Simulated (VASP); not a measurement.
# Pt (I4/mmm) in VASP: further runs

Runs on Pt. Level: r2SCAN. Tasks: single point.

Everything below comes from runs of VASP 6.6.1. Logs are shortened: lines on timing, memory, paths and dates and some standing lists are left out, and cuts for length are marked.

## Step 1: The cell of the first run

The structure is tetragonal, space group I4/mmm (No. 139). The conventional cell has a = 2.561 Å, b = 2.561 Å, c = 3.916 Å, α = 90.00°, β = 90.00°, γ = 90.00°. Within 3.4 Å of Pt (site symmetry 4/mmm) lie 12 Pt at 2.56 to 2.67 Å.

## Step 2: Single point, r2SCAN (strain -0.0750 x Voigt [1, 1, 0, 0, 0, 0])

POSCAR

```
Pt
1.0
    0.0000000000      1.8110575000      1.9579000000
    1.8110575000      0.0000000000      1.9579000000
    1.8110575000      1.8110575000      0.0000000000
Pt
1
Direct
    0.0000000000      0.0000000000      0.0000000000
```

INCAR.step1

```
PREC     = Accurate       # precision mode
ENCUT    = 520            # plane-wave cutoff, eV
ISMEAR   = 0              # smearing method
SIGMA    = 0.15           # smearing width, eV
LREAL    = F              # projectors in reciprocal space
LASPH    = T              # aspherical terms in the spheres
NELM     = 60             # most SCF steps
NBANDS   = 11             # bands
GGA      = PE             # functional
ALGO     = Normal         # electronic algorithm
EDIFF    = 1E-4           # SCF threshold, eV
LWAVE    = T              # write WAVECAR
LCHARG   = F              # write CHGCAR
```

INCAR.step2

```
PREC     = Accurate       # precision mode
ENCUT    = 520            # plane-wave cutoff, eV
EDIFF    = 1E-6           # SCF threshold, eV
ISMEAR   = 0              # smearing method
SIGMA    = 0.15           # smearing width, eV
LREAL    = F              # projectors in reciprocal space
LASPH    = T              # aspherical terms in the spheres
NELM     = 60             # most SCF steps
ALGO     = Normal         # electronic algorithm
ISIF     = 2              # what is computed and relaxed
LWAVE    = F              # write WAVECAR
LCHARG   = F              # write CHGCAR
METAGGA  = R2SCAN         # meta-GGA
LMIXTAU  = T            
NBANDS   = 11             # bands
ISTART   = 1
```

KPOINTS

```
Automatic mesh
0
Gamma
  20 20 20
```

Potentials or basis: VASP PAW PBE potentials, release 64 (Pt).

Command:

```sh
cat potpaw_PBE.64/Pt/POTCAR > POTCAR
cp INCAR.step1 INCAR
mpirun -np 1 vasp_std > vasp.out
cp INCAR.step2 INCAR
mpirun -np 1 vasp_std > vasp.out
```

OUTCAR:

```text
PREC = Accurate
   ENCUT = 520
   EDIFF = 1E-6
   ISMEAR = 0
   LREAL = F
   LASPH = T
   NELM = 60
   ISIF = 2
   METAGGA = R2SCAN
   ISTART = 1

 ion  position               nearest neighbor table
   1  0.000  0.000  0.000-

  LATTYP: Found a body centered tetragonal cell.
 ALAT       =     2.5612220787
 C/A-ratio  =     1.5288795269

  Lattice vectors:

 A1 = (  -1.8110575000,   0.0000000000,   1.9579000000)
 A2 = (   1.8110575000,   0.0000000000,   1.9579000000)
 A3 = (   0.0000000000,   1.8110575000,  -1.9579000000)

Analysis of symmetry for initial positions (statically):
=====================================================================
 Subroutine PRICEL returns:
 Original cell was already a primitive cell.

 Routine SETGRP: Setting up the symmetry group for a
 body centered tetragonal supercell.

 Subroutine GETGRP returns: Found 16 space group operations
 (whereof 16 operations were pure point group operations)
 out of a pool of 16 trial point group operations.

The static configuration has the point symmetry D_4h.

Analysis of symmetry for dynamics (positions and initial velocities):
=====================================================================
 Subroutine PRICEL returns:
 Original cell was already a primitive cell.

 Routine SETGRP: Setting up the symmetry group for a
 body centered tetragonal supercell.

 Subroutine GETGRP returns: Found 16 space group operations
 (whereof 16 operations were pure point group operations)
 out of a pool of 16 trial point group operations.

The dynamic configuration has the point symmetry D_4h.

 Subroutine INISYM returns: Found 16 space group operations
 (whereof 16 operations are pure point group operations),
 and found     1 'primitive' translations

----------------------------------------------------------------------------------------

                                     Primitive cell

  volume of cell :      12.8435

  direct lattice vectors                    reciprocal lattice vectors
     0.000000000  1.811057500  1.957900000    -0.276081792  0.276081792  0.255375658
     1.811057500  0.000000000  1.957900000     0.276081792 -0.276081792  0.255375658
     1.811057500  1.811057500  0.000000000     0.276081792  0.276081792 -0.255375658

  length of vectors
     2.667077366  2.667077366  2.561222079     0.466539428  0.466539428  0.466539428

[... 77 lines left out ...]
   NELM   =     60;   NELMIN=  2; NELMDL=  0     # of ELM steps
   EDIFF  = 0.1E-05   stopping-criterion for ELM
   LREAL  =      F    real-space projection
   EDIFFG = 0.1E-04   stopping-criterion for IOM
   NSW    =      0    number of steps for IOM
   IBRION =     -1    ionic relax: 0-MD 1-quasi-New 2-CG
   NFREE  =      0    steps in history (QN), initial steepest desc. (CG)
   ISIF   =      2    stress and relaxation
   ISYM   =      2    0-nonsym 1-usesym 2-fastsym
   POTIM  = 0.5000    time-step for ionic-motion
   TEBEG  =    0.0;   TEEND  =   0.0 temperature during run
   PSTRESS=    0.0 pullay stress
   NELECT =      10.0000    total number of electrons
   NUPDOWN=      -1.0000    fix difference up-down
   EMIN   =  10.00;   EMAX   =-10.00  energy-range for DOS
   EFERMI =   0.00;   METHOD = LEGACY
   ISMEAR =     0;   SIGMA  =   0.15  broadening in eV -4-tet -1-fermi 0-gaus
   EFERMI_NEDOS =   21; number of points for ismear=-14 and -15
   IALGO  =     38    algorithm
   IMIX   =      4    mixing-type and parameters
     AMIX     =   0.40;   BMIX     =  1.00
     AMIX_MAG =   1.60;   BMIX_MAG =  1.00
  volume/ion in A,a.u.               =      12.84        86.67
  Fermi-wavevector in a.u.,A,eV,Ry     =   1.506075  2.846068 30.861563  2.268261
  Thomas-Fermi vector in A             =   2.616840
   LORBIT       =      0    0 simple, 1 ext, 2 COOP (PROOUT), +10 PAW based schemes
   METAGGA = R2SCAN    functional components
   LHFCALC =     F    Hartree Fock is set to
   AEXX    =    0.0000 exact exchange contribution
   IVDW    =     0    specifies the selected vdW correction
   LEPSILON=     F    determine dielectric tensor
   LRPA    =     F    only Hartree local field effects (RPA)
 non-spin polarized calculation
 Gauss-broadening in eV      SIGMA  =   0.15
  energy-cutoff  :      520.00
  volume of cell :       12.84
 maximum number of plane-waves:       359
   NGX =  9   NGY =  9   NGZ =  9

 number of electron      10.0000000 magnetization

 Free energy of the ion-electron system (eV)
  ---------------------------------------------------
  ext. energy  EPLUGINS =         0.00000000
  ---------------------------------------------------
  free energy    TOTEN  =       -50.97062679 eV

  energy without entropy =      -50.95610365  energy(sigma->0) =      -50.96336522

 E-fermi :  14.3800     XC(G=0): -15.7854

 val. band max:       14.3768664806   @ k =  -0.1000   0.4500   0.3500
 cond. band min:      14.3817598677   @ k =   0.4000  -0.0000   0.1000
 fundamental gap:      0.0048933871
 Fermi energy:        14.3799781497

 k-point     1 :       0.0000    0.0000    0.0000
  band No.  band energies     occupation
      1       1.9049      2.00000
      2       8.5619      2.00000
      3       9.7747      2.00000
      4       9.7747      2.00000
      5      11.3839      2.00000
      6      12.8632      2.00000
      7      29.3525      0.00000
      8      33.7327      0.00000
      9      36.2925      0.00000
     10      36.2925      0.00000
     11      42.0497      0.00000
[... 309 lines left out ...]
 k-point    24 :      -0.3500    0.0500    0.0000
  band No.  band energies     occupation
      1       5.0546      2.00000
      2       8.8394      2.00000
      3      10.0437      2.00000
      4      10.6662      2.00000
      5      13.2571      2.00000
      6      14.3992      0.85606
      7      25.2632      0.00000
      8      30.0879      0.00000
      9      36.2254      0.00000
     10      38.7325      0.00000
     11      41.5224      0.00000

 [... further k-points ...]
[... 5 lines left out ...]
  --------------------------------------------------------------------------------------
  -------------------------------------------------------------------------------------
  Total        6.8437754      6.8437754      5.3654647      0.0000000      0.0000000     -0.0000000
  in kB      853.7315825    853.7315825    669.3186753      0.0000000      0.0000000     -0.0000000
  external PRESSURE =     792.2606134 kB  Pullay stress =       0.0000000 kB

 VOLUME and BASIS-vectors are now :
 -----------------------------------------------------------------------------
  energy-cutoff  :      520.00
  volume of cell :       12.84
      direct lattice vectors                 reciprocal lattice vectors
     0.000000000  1.811057500  1.957900000    -0.276081792  0.276081792  0.255375658
     1.811057500  0.000000000  1.957900000     0.276081792 -0.276081792  0.255375658
     1.811057500  1.811057500  0.000000000     0.276081792  0.276081792 -0.255375658

 POSITION                                       TOTAL-FORCE (eV/Angst)
 -----------------------------------------------------------------------------------
      0.00000      0.00000      0.00000         0.000000     -0.000000      0.000000
 -----------------------------------------------------------------------------------
    total drift:                                0.000000      0.000000     -0.000000

  FREE ENERGIE OF THE ION-ELECTRON SYSTEM (eV)
  ---------------------------------------------------
  free  energy   TOTEN  =       -50.9706267937 eV

  energy  without entropy=      -50.9561036492  energy(sigma->0) =      -50.96336522
```

OUTCAR.step1:

```text
PREC = Accurate
   ENCUT = 520
   ISMEAR = 0
   LREAL = F
   LASPH = T
[... 552 lines left out ...]

 POSITION                                       TOTAL-FORCE (eV/Angst)
 -----------------------------------------------------------------------------------
      0.00000      0.00000      0.00000        -0.000000      0.000000      0.000000
 -----------------------------------------------------------------------------------
    total drift:                                0.000000      0.000000      0.000000

  FREE ENERGIE OF THE ION-ELECTRON SYSTEM (eV)
  ---------------------------------------------------
  free  energy   TOTEN  =        -5.4877022283 eV

  energy  without entropy=       -5.4723494577  energy(sigma->0) =       -5.48002584
```

OSZICAR.step1:

```text
N       E                     dE             d eps       ncg     rms          rms(c)
DAV:   1     0.419530348333E+02    0.41953E+02   -0.55087E+03 14350   0.864E+02
DAV:   2    -0.521807130248E+01   -0.47171E+02   -0.45470E+02 16212   0.185E+02
DAV:   3    -0.582812255723E+01   -0.61005E+00   -0.60663E+00 16598   0.200E+01
DAV:   4    -0.583035620324E+01   -0.22336E-02   -0.22335E-02 16548   0.141E+00
DAV:   5    -0.583037112846E+01   -0.14925E-04   -0.14924E-04 16675   0.104E-01    0.209E+01
DAV:   6    -0.555362664974E+01    0.27674E+00   -0.42278E-01 15659   0.553E+00    0.114E+01
DAV:   7    -0.549228038907E+01    0.61346E-01   -0.17960E-01 16337   0.350E+00    0.236E+00
DAV:   8    -0.548782601289E+01    0.44544E-02   -0.12078E-02 15509   0.101E+00    0.482E-01
DAV:   9    -0.548769606691E+01    0.12995E-03   -0.14155E-04 15044   0.114E-01    0.169E-02
DAV:  10    -0.548770222826E+01   -0.61613E-05   -0.46813E-06  7762   0.159E-02
   1 F= -.54877022E+01 E0= -.54800258E+01  d E =-.153528E-01
```

Wall time 2.5 min (1 thread of Intel Xeon Platinum 8559C (Emerald Rapids), shared host); peak memory 0.2 GiB.

Results:

| Property | Result |
| --- | --- |
| Free energy | -50.9706 eV |
| Pressure | 79.2 GPa |
| Band gap on the k mesh | zero (band 5 reaches 15.73 eV, above the bottom of band 6 at 12.07 eV) |

Stress tensor (GPa, compression positive):
```
85.37  0.00  0.00
 0.00 85.37  0.00
 0.00  0.00 66.93
```

Levels at points of the mesh, in eV from the Fermi level:
```
           k point  band 3  band 4  band 5  band 6  band 7  band 8
(0.00, 0.00, 0.00)   -4.61   -4.61   -3.00   -1.52   14.97   19.35
(0.50, 0.00, 0.00)   -4.62   -0.94   -0.19    0.36    7.70   14.42
(0.50, 0.50, 0.00)    0.11    0.56    0.67    0.67    9.81   13.63
(0.50, 0.00, 0.50)   -0.11    0.16    1.35    2.33   11.67   12.25
```

Caveat: the cell differs from its parent crystal (strain -0.0750 x Voigt [1, 1, 0, 0, 0, 0]); the PAW data sets were made with another functional, which shifts forces and pressure a little; spin-orbit coupling is left out, which moves the levels of the heavy elements.

[end of part 1 of 2]
